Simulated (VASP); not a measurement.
Write the native input for VASP 6.6.1 that does the following.

- Task: single point
- Functional: LDA
- Potentials or basis: VASP PAW LDA potentials, release 64 (Ti_sv)
- Cutoff: 520 eV
- k mesh: 8 × 8 × 11
- Occupations: gaussian, width 0.1 eV
- Spin: no spin polarisation
- Dipole correction: no
- Further INCAR settings: ALGO = Normal; EDIFF = 1e-07; NBANDS = 25

The structure of Ti lies in POSCAR:

```
Ti
1.0
    4.6000000000      0.0000000000      0.0000000000
   -2.3000000000      3.9837168600      0.0000000000
    0.0000000000      0.0000000000      2.8200000000
Ti
3
Direct
    0.0000000000      0.0000000000      0.0000000000
    0.3333333333      0.6666666667      0.5000000000
    0.6666666667      0.3333333333      0.5000000000
```

The input as run:

INCAR

```
ALGO = Normal ; EDIFF = 1E-7
ENCUT = 520 ; ISIF = 2
ISMEAR = 0 ; LASPH = True
LCHARG = True ; LELF = True
LREAL = False ; LVHAR = True
LWAVE = False ; NBANDS = 25
NELM = 60 ; PREC = Accurate
SIGMA = 0.1
```

KPOINTS

```
k-points
0
Gamma
  8 8 11
```

Potentials or basis: VASP PAW LDA potentials, release 64 (Ti_sv).

The run is started by

```console
$ cat potpaw_LDA.64/Ti_sv/POTCAR > POTCAR
$ mpirun -np 1 vasp_std > vasp.out
```

Results of the run:

```
Pressure               : -9.2 GPa
Band gap on the k mesh : zero (band 18 reaches 8.23 eV, above the bottom of band 19 at 7.95 eV)
```

It took 65 s on 1 thread of Intel(R) Xeon(R) Platinum 8259CL CPU @ 2.50GHz (Skylake/Cascade Lake), with other jobs on the host, peak memory 0.19 GiB.
